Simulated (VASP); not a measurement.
A run of VASP 6.6.1:

File POSCAR:

```
PbS
1.0
    2.1126617100      1.2197458000      3.4519162500
   -2.1126617100      1.2197458000      3.4519162500
    0.0000000000     -2.4394916100      3.4519162500
Pb S
1 1
Direct
    0.9805657800      0.9805657800      0.9805657800
    0.4750355500      0.4750355500      0.4750355500
```

Contents of INCAR.step1:

```
SYSTEM = PbS
PREC = Accurate ; ENCUT = 520
ISMEAR = 1 ; SIGMA = 0.02
LREAL = .False. ; LASPH = .True.
NELM = 60 ; NBANDS = 17
GGA = PE ; ALGO = Normal
EDIFF = 1E-4 ; LWAVE = .True.
LCHARG = .False.
```

INCAR.step2

```
SYSTEM = PbS
PREC = Accurate ; ENCUT = 520
EDIFF = 1E-6 ; ISMEAR = 1
SIGMA = 0.02 ; LREAL = .False.
LASPH = .True. ; NELM = 60
ALGO = Normal ; ISIF = 2
LWAVE = .False. ; LCHARG = .True.
METAGGA = R2SCAN ; LMIXTAU = .True.
LELF = .True. ; LVHAR = .True.
NBANDS = 17 ; ISTART = 1
```

Contents of KPOINTS:

```
Automatic mesh
0
Gamma
  6 6 6
  0 0 0
```

Potentials or basis: VASP PAW PBE potentials, release 64 (Pb_d, S).

Command:

```sh
$ cat potpaw_PBE.64/Pb_d/POTCAR potpaw_PBE.64/S/POTCAR > POTCAR
$ cp INCAR.step1 INCAR
$ mpirun -np 1 vasp_std > vasp.out
$ cp INCAR.step2 INCAR
$ mpirun -np 1 vasp_std > vasp.out
```

Hardware: 1 thread of AMD EPYC 7R13 Processor (Zen 3), with other jobs on the host.

Estimate the wall time of this run.

Wall time 82 s on 1 thread of AMD EPYC 7R13 Processor (Zen 3), on a shared host, peak memory 0.17 GiB. Counts: k points 32.
